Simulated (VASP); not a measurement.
# HgTe (F-43m) in VASP: vibrations by perturbation theory with PBEsol

Aim: the vibrations by perturbation theory of HgTe with PBEsol.

All numbers are computed with VASP 6.6.1; they aren't measurements. Logs are shortened: lines on timing, memory, paths and dates and some standing lists are left out, and cuts for length are marked.

## 1. The cell of the first run

It takes space group F-43m (No. 216, cubic). Conventional cell: a = 6.509 Å, b = 6.509 Å, c = 6.509 Å, α = 90.00°, β = 90.00°, γ = 90.00°. Hg (site symmetry -43m) has 4 Te at 2.82 Å within 3.7 Å. Within 3.7 Å of Te (site symmetry -43m) lie 4 Hg at 2.82 Å.

## 2. Vibrations by perturbation theory, PBEsol

File INCAR:

```
SYSTEM = HgTe
PREC = Accurate
ENCUT = 520
EDIFF = 1E-8
ISMEAR = 1
SIGMA = 0.2
LREAL = .FALSE.
LASPH = .TRUE.
NELM = 80
ALGO = Normal
ISIF = 2
LWAVE = .FALSE.
LCHARG = .FALSE.
GGA = PS
IBRION = 8
NSW = 1
```

File KPOINTS:

```
regular mesh
0
G
  10 10 10
  0 0 0
```

File POSCAR:

```
HgTe
1.0
    0.0000000000      3.2546858436      3.2546858436
    3.2546858436      0.0000000000      3.2546858436
    3.2546858436      3.2546858436      0.0000000000
Hg Te
1 1
Direct
    0.0000000000      0.0000000000      0.0000000000
    0.2500000000      0.2500000000      0.2500000000
```

Potentials or basis: VASP PAW PBE potentials, release 64 (Hg, Te).

The run is started by

```bash
$ cat potpaw_PBE.64/Hg/POTCAR potpaw_PBE.64/Te/POTCAR > POTCAR
$ mpirun -np 1 vasp_std > vasp.out
```

OUTCAR:

```text
SYSTEM = HgTe
   PREC = Accurate
   ENCUT = 520
   EDIFF = 1E-8
   ISMEAR = 1
   LREAL = .FALSE.
   LASPH = .TRUE.
   NELM = 80
   ISIF = 2
   GGA = PS
   IBRION = 8
   NSW = 1

 ion  position               nearest neighbor table
   1  0.000  0.000  0.000-   2 2.82   2 2.82   2 2.82   2 2.82
   2  0.250  0.250  0.250-   1 2.82   1 2.82   1 2.82   1 2.82

  LATTYP: Found a face centered cubic cell.
 ALAT       =     6.5093716872

  Lattice vectors:

 A1 = (   0.0000000000,   3.2546858436,   3.2546858436)
 A2 = (   3.2546858436,   0.0000000000,   3.2546858436)
 A3 = (   3.2546858436,   3.2546858436,   0.0000000000)

Analysis of symmetry for initial positions (statically):
=====================================================================
 Subroutine PRICEL returns:
 Original cell was already a primitive cell.

 Routine SETGRP: Setting up the symmetry group for a
 face centered cubic supercell.

 Subroutine GETGRP returns: Found 24 space group operations
 (whereof 24 operations were pure point group operations)
 out of a pool of 48 trial point group operations.

The static configuration has the point symmetry T_d .

Analysis of symmetry for dynamics (positions and initial velocities):
=====================================================================
 Subroutine PRICEL returns:
 Original cell was already a primitive cell.

 Routine SETGRP: Setting up the symmetry group for a
 face centered cubic supercell.

 Subroutine GETGRP returns: Found 24 space group operations
 (whereof 24 operations were pure point group operations)
 out of a pool of 48 trial point group operations.

The dynamic configuration has the point symmetry T_d .

 Subroutine INISYM returns: Found 24 space group operations
 (whereof 24 operations are pure point group operations),
 and found     1 'primitive' translations

----------------------------------------------------------------------------------------

                                     Primitive cell

  volume of cell :      68.9536

  direct lattice vectors                    reciprocal lattice vectors
     0.000000000  3.254685844  3.254685844    -0.153624658  0.153624658  0.153624658
     3.254685844  0.000000000  3.254685844     0.153624658 -0.153624658  0.153624658
     3.254685844  3.254685844  0.000000000     0.153624658  0.153624658 -0.153624658

  length of vectors
     4.602820861  4.602820861  4.602820861     0.266085713  0.266085713  0.266085713

  position of ions in fractional coordinates (direct lattice)
     0.000000000  0.000000000  0.000000000
     0.250000000  0.250000000  0.250000000

  ion indices of the primitive-cell ions
   primitive index   ion index
                 1           1
                 2           2

----------------------------------------------------------------------------------------

 KPOINTS: regular mesh

Automatic generation of k-mesh.
 Grid dimensions read from file:
 generate k-points for:   10   10   10

 Generating k-lattice:

  Cartesian coordinates                     Fractional coordinates (reciprocal lattice)
    -0.015362466  0.015362466  0.015362466     0.100000000  0.000000000  0.000000000
     0.015362466 -0.015362466  0.015362466     0.000000000  0.100000000  0.000000000
     0.015362466  0.015362466 -0.015362466     0.000000000  0.000000000  0.100000000

  Length of vectors
     0.026608571  0.026608571  0.026608571

  Shift w.r.t. Gamma in fractional coordinates (k-lattice)
     0.000000000  0.000000000  0.000000000

 Subroutine IBZKPT returns following result:
 ===========================================

 Found     47 irreducible k-points:
[... 76 lines left out ...]
   LRPA    =     F    only Hartree local field effects (RPA)
 non-spin polarized calculation
 Methfessel and Paxton  Order N= 1 SIGMA  =   0.20
  energy-cutoff  :      520.00
  volume of cell :       68.95
 maximum number of plane-waves:      1875
 NGX is ok and might be reduce to    36
   NGX = 17   NGY = 17   NGZ = 17

--------------------------------------- Ionic step        1  -------------------------------------------

 number of electron      18.0000002 magnetization

 Free energy of the ion-electron system (eV)
  ---------------------------------------------------
  ext. energy  EPLUGINS =         0.00000000
  ---------------------------------------------------
  free energy    TOTEN  =        -4.37646064 eV

  energy without entropy =       -4.37697423  energy(sigma->0) =       -4.37663184

 E-fermi :   2.7645     XC(G=0):  -8.8416

 val. band max:        2.7325157939   @ k =   0.0000   0.0000   0.0000
 cond. band min:       3.2149205837   @ k =   0.1000   0.0000   0.0000
 fundamental gap:      0.4824047898
 Fermi energy:         2.7645479320

 k-point     1 :       0.0000    0.0000    0.0000
  band No.  band energies     occupation
      1      -9.1418      2.00000
      2      -4.4918      2.00000
      3      -4.4918      2.00000
      4      -4.4918      2.00000
      5      -3.9812      2.00000
      6      -3.9812      2.00000
      7       1.8784      2.00000
      8       2.7325      1.26726
      9       2.7325      1.26726
     10       2.7325      1.26726
     11       6.9508      0.00000
     12       6.9508      0.00000
     13       6.9508      0.00000
[... 354 lines left out ...]
  band No.  band energies     occupation
      1      -8.5556      2.00000
      2      -4.3438      2.00000
      3      -4.2512      2.00000
      4      -4.2234      2.00000
      5      -3.9363      2.00000
      6      -3.8909      2.00000
      7      -1.7618      2.00000
      8       0.7537      2.00000
      9       0.9395      2.00000
     10       4.7665     -0.00000
     11       5.6734     -0.00000
     12       9.1000      0.00000
     13       9.8540      0.00000

 [... further k-points ...]
[... 5 lines left out ...]
  --------------------------------------------------------------------------------------
  -------------------------------------------------------------------------------------
  Total        0.0476984      0.0476984      0.0476984      0.0000000      0.0000000     -0.0000000
  in kB        1.1083000      1.1083000      1.1083000      0.0000000      0.0000000     -0.0000000
  external PRESSURE =       1.1083000 kB  Pullay stress =       0.0000000 kB

 VOLUME and BASIS-vectors are now :
 -----------------------------------------------------------------------------
  energy-cutoff  :      520.00
  volume of cell :       68.95
      direct lattice vectors                 reciprocal lattice vectors
     0.000000000  3.254685844  3.254685844    -0.153624658  0.153624658  0.153624658
     3.254685844  0.000000000  3.254685844     0.153624658 -0.153624658  0.153624658
     3.254685844  3.254685844  0.000000000     0.153624658  0.153624658 -0.153624658

 POSITION                                       TOTAL-FORCE (eV/Angst)
 -----------------------------------------------------------------------------------
      0.00000      0.00000      0.00000        -0.000000      0.000000     -0.000000
      1.62734      1.62734      1.62734         0.000000     -0.000000      0.000000
 -----------------------------------------------------------------------------------
    total drift:                               -0.000000     -0.000000     -0.000000

  FREE ENERGIE OF THE ION-ELECTRON SYSTEM (eV)
  ---------------------------------------------------
  free  energy   TOTEN  =        -4.3764606430 eV

  energy  without entropy=       -4.3769742271  energy(sigma->0) =       -4.37663184

[... ionic steps 2 to 3 ...]

--------------------------------------- Ionic step        4  -------------------------------------------

------------------------ aborting loop because EDIFF is reached ----------------------------------------

[... ionic steps 5 to 6 ...]

--------------------------------------- Ionic step        7  -------------------------------------------

 Free energy of the ion-electron system (eV)
  ---------------------------------------------------
  ---------------------------------------------------
  free energy    TOTEN  =        -0.04795129 eV

  energy without entropy =       -0.04795129

------------------------ aborting loop because EDIFF is reached ----------------------------------------

 INTERNAL STRAIN TENSOR  FOR ION    2  DIRECTION 1   (eV/Angst):
 -----------------------------------------------------------------------------
     0.01332  0.00000  0.00000
     0.00000 -0.00239 -4.66329
     0.00000 -4.66329 -0.00239

 INTERNAL STRAIN TENSOR FOR ION    2 for displacements in x,y,z  (eV/Angst):
          X           Y           Z          XY          YZ          ZX
  --------------------------------------------------------------------------------
  x     0.00000     0.00000     0.00000     0.00000    -4.66329     0.00000
  y     0.00000     0.00000     0.00000     0.00000     0.00000    -4.66329
  z     0.00000     0.00000     0.00000    -4.66329     0.00000     0.00000

 SECOND DERIVATIVES (NOT SYMMETRIZED)
 ------------------------------------
               1X          1Y          1Z          2X          2Y          2Z
  1X    -3.500897    0.000000    0.000000    3.500897    0.000000    0.000000
  1Y     0.000000   -3.500897    0.000000    0.000000    3.500897    0.000000
  1Z     0.000000    0.000000   -3.500897    0.000000    0.000000    3.500897
  2X     3.499963    0.000000    0.000000   -3.499963    0.000000    0.000000
  2Y     0.000000    3.499963    0.000000    0.000000   -3.499963    0.000000
  2Z     0.000000    0.000000    3.499963    0.000000    0.000000   -3.499963

 Eigenvectors and eigenvalues of the dynamical matrix
 ----------------------------------------------------

   1 f  =    3.311980 THz    20.809783 2PiTHz  110.475753 cm-1    13.697242 meV
             X         Y         Z           dx          dy          dz
      0.000000  0.000000  0.000000     0.000000    0.623588    0.000000
      1.627343  1.627343  1.627343     0.000000   -0.781753    0.000000
[... 21 lines left out ...]
   6 f/i=    0.000215 THz     0.001352 2PiTHz    0.007180 cm-1     0.000890 meV
             X         Y         Z           dx          dy          dz
      0.000000  0.000000  0.000000     0.000000    0.000000    0.781753
      1.627343  1.627343  1.627343     0.000000    0.000000    0.623588

--------------------------------------------------------------------------------------------------------

 ELASTIC MODULI CONTR FROM IONIC RELAXATION (kBar)
 Direction    XX          YY          ZZ          XY          YZ          ZX
 --------------------------------------------------------------------------------
 XX           0.0000      0.0000      0.0000      0.0000      0.0000      0.0000
 YY           0.0000      0.0000      0.0000      0.0000      0.0000      0.0000
 ZZ           0.0000      0.0000      0.0000      0.0000      0.0000      0.0000
 XY           0.0000      0.0000      0.0000   -153.6036     -0.0000     -0.0000
 YZ           0.0000      0.0000      0.0000     -0.0000   -153.6036      0.0000
 ZX           0.0000      0.0000      0.0000     -0.0000      0.0000   -153.6036
 --------------------------------------------------------------------------------
```

Wall time 4.4 min (1 thread of Intel Xeon 6975P-C (Granite Rapids), shared host); peak memory 0.51 GiB.

Results:

* Highest phonon frequency at Γ, LO-TO splitting left out: 110 cm⁻¹

Phonon frequencies in cm⁻¹ (negative: imaginary):
```csv
q point,frequencies
"(0.000, 0.000, 0.000)",0 0 0 110 110 110
```

Caveat: the PAW data sets were made with another functional, which shifts forces and pressure a little; spin-orbit coupling is left out, which moves the levels of the heavy elements.
